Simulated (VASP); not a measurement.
# PbS (I4/mmm) in VASP: a series of runs

PbS is run at these levels: PBE; tasks: single point.

Program: VASP 6.6.1. These are calculated values, not measurements. Logs are shortened: lines on timing, memory, paths and dates and some standing lists are left out, and cuts for length are marked.

## 1. The cell of the first run

It takes space group I4/mmm (No. 139, tetragonal). Conventional cell: a = 4.319 Å, b = 4.319 Å, c = 5.752 Å, α = 90.00°, β = 90.00°, γ = 90.00°. Within 3.8 Å of Pb (site symmetry 4/mmm) lie 6 S at 2.88 to 3.05 Å. Within 3.8 Å of S (site symmetry 4/mmm) lie 6 Pb at 2.88 to 3.05 Å.

## 2. Single point, PBE (strain +0.030 along x and y, -0.030 along z)

File INCAR:

```
  ALGO = Normal
  EDIFF = 1E-6
  ENCUT = 520
  GGA = PE
  ISIF = 2
  ISMEAR = 0
  LASPH = T
  LCHARG = T
  LELF = T
  LREAL = F
  LVHAR = T
  LWAVE = F
  NBANDS = 17
  NELM = 60
  PREC = Accurate
  SIGMA = 0.03
```

File KPOINTS:

```
k-points
0
Gamma
  10 10 10
```

File POSCAR:

```
PbS
1.0
    0.0000000000      3.0539500000      2.8760500000
    3.0539500000      0.0000000000      2.8760500000
    3.0539500000      3.0539500000      0.0000000000
Pb S
1 1
Direct
    0.0000000000      0.0000000000      0.0000000000
    0.5000000000      0.5000000000      0.5000000000
```

Potentials or basis: VASP PAW PBE potentials, release 64 (Pb_d, S).

Command:

```console
$ cat potpaw_PBE.64/Pb_d/POTCAR potpaw_PBE.64/S/POTCAR > POTCAR
$ mpirun -np 1 vasp_std > vasp.out
```

OUTCAR:

```text
EDIFF = 1E-6
   ENCUT = 520
   GGA = PE
   ISIF = 2
   ISMEAR = 0
   LASPH = T
   LREAL = F
   NELM = 60
   PREC = Accurate

 ion  position               nearest neighbor table
   1  0.000  0.000  0.000-   2 2.88   2 2.88   2 3.05   2 3.05   2 3.05   2 3.05
   2  0.500  0.500  0.500-   1 2.88   1 2.88   1 3.05   1 3.05   1 3.05   1 3.05

  LATTYP: Found a body centered tetragonal cell.
 ALAT       =     4.3189375088
 C/A-ratio  =     1.3318321898

  Lattice vectors:

 A1 = (   0.0000000000,  -3.0539500000,  -2.8760500000)
 A2 = (   0.0000000000,   3.0539500000,  -2.8760500000)
 A3 = (   3.0539500000,   0.0000000000,   2.8760500000)

Analysis of symmetry for initial positions (statically):
=====================================================================
 Subroutine PRICEL returns:
 Original cell was already a primitive cell.

 Routine SETGRP: Setting up the symmetry group for a
 body centered tetragonal supercell.

 Subroutine GETGRP returns: Found 16 space group operations
 (whereof 16 operations were pure point group operations)
 out of a pool of 16 trial point group operations.

The static configuration has the point symmetry D_4h.

Analysis of symmetry for dynamics (positions and initial velocities):
=====================================================================
 Subroutine PRICEL returns:
 Original cell was already a primitive cell.

 Routine SETGRP: Setting up the symmetry group for a
 body centered tetragonal supercell.

 Subroutine GETGRP returns: Found 16 space group operations
 (whereof 16 operations were pure point group operations)
 out of a pool of 16 trial point group operations.

The dynamic configuration has the point symmetry D_4h.

 Subroutine INISYM returns: Found 16 space group operations
 (whereof 16 operations are pure point group operations),
 and found     1 'primitive' translations

----------------------------------------------------------------------------------------

                                     Primitive cell

  volume of cell :      53.6476

  direct lattice vectors                    reciprocal lattice vectors
     0.000000000  3.053950000  2.876050000    -0.163722392  0.163722392  0.173849551
     3.053950000  0.000000000  2.876050000     0.163722392 -0.163722392  0.173849551
     3.053950000  3.053950000  0.000000000     0.163722392  0.163722392 -0.173849551

  length of vectors
     4.195029703  4.195029703  4.318937509     0.289540515  0.289540515  0.289540515

  position of ions in fractional coordinates (direct lattice)
     0.000000000  0.000000000  0.000000000
     0.500000000  0.500000000  0.500000000

  ion indices of the primitive-cell ions
   primitive index   ion index
                 1           1
                 2           2

----------------------------------------------------------------------------------------

 KPOINTS: k-points

Automatic generation of k-mesh.
 Grid dimensions read from file:
 generate k-points for:   10   10   10

 Generating k-lattice:

  Cartesian coordinates                     Fractional coordinates (reciprocal lattice)
    -0.016372239  0.016372239  0.017384955     0.100000000  0.000000000  0.000000000
     0.016372239 -0.016372239  0.017384955     0.000000000  0.100000000  0.000000000
     0.016372239  0.016372239 -0.017384955     0.000000000  0.000000000  0.100000000

  Length of vectors
     0.028954051  0.028954051  0.028954051

  Shift w.r.t. Gamma in fractional coordinates (k-lattice)
     0.000000000  0.000000000  0.000000000

 Subroutine IBZKPT returns following result:
 ===========================================

 Found    102 irreducible k-points:

 Following reciprocal coordinates:
            Coordinates               Weight
  0.000000  0.000000  0.000000      1.000000
  0.100000  0.000000  0.000000      8.000000
  0.200000  0.000000  0.000000      8.000000
  0.300000  0.000000  0.000000      8.000000
  0.400000  0.000000  0.000000      8.000000
  0.500000  0.000000  0.000000      4.000000
[... 16 lines left out ...]
  0.300000  0.300000  0.000000      2.000000
  0.400000  0.300000  0.000000      8.000000
 [... further k-points ...]
   k-points           NKPTS =    102   k-points in BZ     NKDIM =    102   number of bands    NBANDS=     17
   number of dos      NEDOS =    301   number of ions     NIONS =      2
   total plane-waves  NPLWV =  32768
   dimension x,y,z NGX =    32 NGY =   32 NGZ =   32
   dimension x,y,z NGXF=    64 NGYF=   64 NGZF=   64
   ions per type =               1   1
   NGX,Y,Z   is equivalent  to a cutoff of  12.68, 12.68, 12.32 a.u.
   NGXF,Y,Z  is equivalent  to a cutoff of  25.36, 25.36, 24.64 a.u.
 SYSTEM =  unknown system
   PREC   = accura    normal or accurate (medium, high low for compatibility)
   ISTART =      0    job   : 0-new  1-cont  2-samecut
   ICHARG =      2    charge: 1-file 2-atom 10-const
   ISPIN  =      1    spin polarized calculation?
   LNONCOLLINEAR =      F non collinear calculations
   LSORBIT =      F    spin-orbit coupling
   LASPH  =      T    aspherical Exc in radial PAW
   ENCUT  =  520.0 eV  38.22 Ry    6.18 a.u.   7.80  7.80  8.03*2*pi/ulx,y,z
   NELM   =     60;   NELMIN=  2; NELMDL= -5     # of ELM steps
   EDIFF  = 0.1E-05   stopping-criterion for ELM
   LREAL  =      F    real-space projection
   EDIFFG = 0.1E-04   stopping-criterion for IOM
   NSW    =      0    number of steps for IOM
   IBRION =     -1    ionic relax: 0-MD 1-quasi-New 2-CG
   NFREE  =      0    steps in history (QN), initial steepest desc. (CG)
   ISIF   =      2    stress and relaxation
   ISYM   =      2    0-nonsym 1-usesym 2-fastsym
   POTIM  = 0.5000    time-step for ionic-motion
   TEBEG  =    0.0;   TEEND  =   0.0 temperature during run
   PSTRESS=    0.0 pullay stress
   NELECT =      20.0000    total number of electrons
   NUPDOWN=      -1.0000    fix difference up-down
   EMIN   =  10.00;   EMAX   =-10.00  energy-range for DOS
   EFERMI =   0.00;   METHOD = LEGACY
   ISMEAR =     0;   SIGMA  =   0.03  broadening in eV -4-tet -1-fermi 0-gaus
   EFERMI_NEDOS =   21; number of points for ismear=-14 and -15
   IALGO  =     38    algorithm
   IMIX   =      4    mixing-type and parameters
     AMIX     =   0.40;   BMIX     =  1.00
     AMIX_MAG =   1.60;   BMIX_MAG =  1.00
  volume/ion in A,a.u.               =      26.82       181.02
  Fermi-wavevector in a.u.,A,eV,Ry     =   1.178243  2.226556 18.888366  1.388256
  Thomas-Fermi vector in A             =   2.314575
   LORBIT       =      0    0 simple, 1 ext, 2 COOP (PROOUT), +10 PAW based schemes
   GGA     = PE    functional components
   LHFCALC =     F    Hartree Fock is set to
   AEXX    =    0.0000 exact exchange contribution
   IVDW    =     0    specifies the selected vdW correction
   LEPSILON=     F    determine dielectric tensor
   LRPA    =     F    only Hartree local field effects (RPA)
 non-spin polarized calculation
 Gauss-broadening in eV      SIGMA  =   0.03
  energy-cutoff  :      520.00
  volume of cell :       53.65
 maximum number of plane-waves:      1464
   NGX = 15   NGY = 15   NGZ = 17

 number of electron      20.0000004 magnetization

 Free energy of the ion-electron system (eV)
  ---------------------------------------------------
  ext. energy  EPLUGINS =         0.00000000
  ---------------------------------------------------
  free energy    TOTEN  =        -8.71879907 eV

  energy without entropy =       -8.71879907  energy(sigma->0) =       -8.71879907

 E-fermi :   5.6678     XC(G=0):  -9.5458

 val. band max:        5.5102211472   @ k =   0.5000   0.0000   0.0000
 cond. band min:       5.8764003697   @ k =   0.5000   0.0000   0.0000
 fundamental gap:      0.3661792226
 Fermi energy:         5.6677977132

 k-point     1 :       0.0000    0.0000    0.0000
  band No.  band energies     occupation
      1     -11.3304      2.00000
      2     -11.3232      2.00000
      3     -11.3112      2.00000
      4     -11.3112      2.00000
      5     -11.2880      2.00000
      6      -7.9010      2.00000
[... 9 lines left out ...]
     16      12.5190      0.00000
     17      13.8871      0.00000

 k-point     2 :       0.1000    0.0000    0.0000
  band No.  band energies     occupation
      1     -11.3294      2.00000
      2     -11.3242      2.00000
      3     -11.3095      2.00000
      4     -11.3077      2.00000
      5     -11.2896      2.00000
      6      -7.8195      2.00000
[... 9 lines left out ...]
     16      12.6326      0.00000
     17      14.5867      0.00000

 k-point     3 :       0.2000    0.0000    0.0000
  band No.  band energies     occupation
      1     -11.3291      2.00000
      2     -11.3277      2.00000
      3     -11.3067      2.00000
      4     -11.2966      2.00000
      5     -11.2912      2.00000
      6      -7.5860      2.00000
[... 9 lines left out ...]
     16      13.1364      0.00000
     17      16.0501      0.00000

 k-point     4 :       0.3000    0.0000    0.0000
  band No.  band energies     occupation
      1     -11.3358      2.00000
      2     -11.3277      2.00000
      3     -11.3086      2.00000
      4     -11.2861      2.00000
      5     -11.2819      2.00000
      6      -7.2424      2.00000
[... 9 lines left out ...]
     16      13.9524      0.00000
     17      17.3486      0.00000

 k-point     5 :       0.4000    0.0000    0.0000
  band No.  band energies     occupation
      1     -11.3415      2.00000
      2     -11.3294      2.00000
      3     -11.3115      2.00000
      4     -11.2791      2.00000
      5     -11.2697      2.00000
      6      -6.8920      2.00000
[... 9 lines left out ...]
     16      15.0590      0.00000
     17      16.7875      0.00000

 k-point     6 :       0.5000    0.0000    0.0000
  band No.  band energies     occupation
      1     -11.3436      2.00000
      2     -11.3306      2.00000
      3     -11.3125      2.00000
      4     -11.2762      2.00000
      5     -11.2651      2.00000
      6      -6.7295      2.00000
[... 9 lines left out ...]
     16      15.8270      0.00000
     17      16.0666      0.00000

 k-point     7 :       0.1000    0.1000    0.0000
  band No.  band energies     occupation
      1     -11.3329      2.00000
      2     -11.3203      2.00000
      3     -11.3058      2.00000
      4     -11.3058      2.00000
      5     -11.2912      2.00000
      6      -7.7822      2.00000
[... 9 lines left out ...]
     16      12.9994      0.00000
     17      14.0522      0.00000

 k-point     8 :       0.2000    0.1000    0.0000
  band No.  band energies     occupation
      1     -11.3341      2.00000
      2     -11.3212      2.00000
      3     -11.3022      2.00000
      4     -11.2957      2.00000
      5     -11.2952      2.00000
      6      -7.5865      2.00000
[... 9 lines left out ...]
     16      13.6765      0.00000
     17      14.9871      0.00000
[... 203 lines left out ...]
      1     -11.3585      2.00000
      2     -11.3298      2.00000
      3     -11.3241      2.00000
      4     -11.2765      2.00000
      5     -11.2623      2.00000
      6      -6.5451      2.00000
[... 9 lines left out ...]
     16      16.0818      0.00000
     17      16.7531      0.00000

 k-point    20 :      -0.4000    0.2000    0.0000
  band No.  band energies     occupation
      1     -11.3567      2.00000
      2     -11.3283      2.00000
      3     -11.3204      2.00000
      4     -11.2816      2.00000
      5     -11.2670      2.00000
      6      -6.5518      2.00000
[... 9 lines left out ...]
     16      14.8791      0.00000
     17      17.4048      0.00000

 k-point    21 :      -0.3000    0.2000    0.0000
  band No.  band energies     occupation
      1     -11.3459      2.00000
      2     -11.3303      2.00000
      3     -11.3111      2.00000
      4     -11.2907      2.00000
      5     -11.2779      2.00000
      6      -6.8069      2.00000
[... 9 lines left out ...]
     16      15.0286      0.00000
     17      16.7570      0.00000

 k-point    22 :      -0.2000    0.2000    0.0000
  band No.  band energies     occupation
      1     -11.3321      2.00000
      2     -11.3311      2.00000
      3     -11.3035      2.00000
      4     -11.3004      2.00000
      5     -11.2892      2.00000
      6      -7.1445      2.00000
[... 9 lines left out ...]
     16      15.4920      0.00000
     17      16.3950      0.00000

 k-point    23 :       0.3000    0.3000    0.0000
  band No.  band energies     occupation
      1     -11.3608      2.00000
      2     -11.3478      2.00000
      3     -11.3037      2.00000
      4     -11.2723      2.00000
      5     -11.2723      2.00000
      6      -6.8923      2.00000
[... 9 lines left out ...]
     16      15.4090      0.00000
     17      16.6068      0.00000

 k-point    24 :       0.4000    0.3000    0.0000
  band No.  band energies     occupation
      1     -11.3850      2.00000
      2     -11.3488      2.00000
      3     -11.3035      2.00000
      4     -11.2654      2.00000
      5     -11.2627      2.00000
      6      -6.5949      2.00000
[... 9 lines left out ...]
     16      16.1443      0.00000
     17      17.2087      0.00000

 [... further k-points ...]
[... 5 lines left out ...]
  --------------------------------------------------------------------------------------
  -------------------------------------------------------------------------------------
  Total       -0.4959962     -0.4959962      2.0822760      0.0000000     -0.0000000     -0.0000000
  in kB      -14.8128502    -14.8128502     62.1868568      0.0000000     -0.0000000     -0.0000000
  external PRESSURE =      10.8537188 kB  Pullay stress =       0.0000000 kB

 VOLUME and BASIS-vectors are now :
 -----------------------------------------------------------------------------
  energy-cutoff  :      520.00
  volume of cell :       53.65
      direct lattice vectors                 reciprocal lattice vectors
     0.000000000  3.053950000  2.876050000    -0.163722392  0.163722392  0.173849551
     3.053950000  0.000000000  2.876050000     0.163722392 -0.163722392  0.173849551
     3.053950000  3.053950000  0.000000000     0.163722392  0.163722392 -0.173849551

 POSITION                                       TOTAL-FORCE (eV/Angst)
 -----------------------------------------------------------------------------------
      0.00000      0.00000      0.00000         0.000000      0.000000     -0.000000
      3.05395      3.05395      2.87605         0.000000     -0.000000      0.000000
 -----------------------------------------------------------------------------------
    total drift:                                0.000000     -0.000000     -0.000000

  FREE ENERGIE OF THE ION-ELECTRON SYSTEM (eV)
  ---------------------------------------------------
  free  energy   TOTEN  =        -8.7187990666 eV

  energy  without entropy=       -8.7187990666  energy(sigma->0) =       -8.71879907
```

Wall time 61 s (1 thread of AMD EPYC 9R45 (Zen 5), shared host); peak memory 0.2 GiB.

What came out:

* Free energy: -8.7188 eV
* Pressure: 1.1 GPa
* Band gap on the k mesh: 0.37 eV, direct

Stress tensor (GPa, compression positive):
```
-1.48  0.00  0.00
 0.00 -1.48  0.00
 0.00  0.00  6.22
```

Caveat: the cell differs from its parent crystal (strain +0.030 along x and y, -0.030 along z); spin-orbit coupling is left out, which moves the levels of the heavy elements.

[end of part 1 of 2]
